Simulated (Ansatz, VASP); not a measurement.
## Ni: VASP beside Ansatz

The input INCAR:

```
SYSTEM = Ni
PREC = Accurate ; ENCUT = 520
EDIFF = 1E-6 ; ISMEAR = -1
SIGMA = 0.08 ; LREAL = .False.
LASPH = .True. ; NELM = 150
ALGO = Normal ; ISIF = 2
LWAVE = .False. ; LCHARG = .True.
ISPIN = 2 ; MAGMOM = 1 1
LORBIT = 11 ; LMAXMIX = 4
GGA = PE ; LELF = .True.
LVHAR = .True. ; NBANDS = 21
```

The input KPOINTS:

```
Automatic mesh
0
Gamma
  17 17 10
  0 0 0
```

Contents of POSCAR:

```
Ni
1.0
    2.1872099862      0.0000000000      0.0000000000
   -1.0936049931      1.8941794114      0.0000000000
    0.0000000000      0.0000000000      3.5912863656
Ni
2
Direct
    0.3333333333      0.6666666667      0.2500000000
    0.6666666667      0.3333333333      0.7500000000
```

Input for Ansatz:

```yaml
crystal:
  lattice:
    - [2.1872099862, 0.0, 0.0]
    - [-1.0936049931, 1.8941794114, 0.0]
    - [0.0, 0.0, 3.5912863656]
  atoms:
    - { symbol: Ni, position: [0.3333333333, 0.6666666667, 0.25], spin: 1.0 }
    - { symbol: Ni, position: [0.6666666667, 0.3333333333, 0.75], spin: 1.0 }
magnetization:
  spin_polarized: true
kpoints:
  mp_grid: { grid: [17, 17, 10] }
  band_path:
    path:
      - [0.0, 0.0, 0.0]
      - [0.5, 0.0, 0.0]
      - [0.3333333333, 0.3333333333, 0.0]
      - [0.0, 0.0, 0.0]
      - [0.0, 0.0, 0.5]
      - [0.5, 0.0, 0.5]
      - [0.3333333333, 0.3333333333, 0.5]
      - [0.0, 0.0, 0.5]
      - [0.5, 0.0, 0.5]
    npoints: 8
scf:
  occupations: { method: fermi_dirac, width: 0.08 }
hamiltonian:
  xc: pbe
  pseudopotentials: { kind: paw }
output:
  forces: true
  stress: true
  eigenvalues: true
  populations: true
  dos: { projected: true, de: 0.2, e_range: [-14, 8] }
  write_density: true
  write_potential: true
  elf: true
  volumetric_format: npy
```

Change from the starting cell: volume scaled by 0.68, PAW files.

Alike in both runs: task single point; functional PBE; k mesh 17 × 17 × 10; occupations fermi-dirac, width 0.08 eV; collinear spin.

|  | VASP | Ansatz |
| --- | --- | --- |
| version | VASP 6.6.1 | Ansatz 0.2.0 |
| potentials or method | VASP PAW PBE potentials, release 64 (Ni) | PAW with Ansatz's default frozen-core files, scalar-relativistic |
| plane-wave cutoff (eV) | 520 | 420 |
| valence electrons in the cell | 20 | 36 |

|  | VASP | Ansatz | Ansatz less VASP |
| --- | --- | --- | --- |
| pressure (GPa) | 189.5 | 190.7 | +1.17 |
| net moment per atom (μB) | 0.50 | 0.50 | +0.005 |
| size of the moment on the site where the two differ most (μB) | 0.48 | 0.52 | +0.045 |

Site moments also hang on the region over which each program counts them. Both programs put the cell under a high pressure, so it lies far from rest at this level. VASP's potentials hold 20 valence electrons a cell and Ansatz's 36, so a difference there can come from the potentials and not from the codes.

Noted on VASP's run: the cell as given lies far from equilibrium.
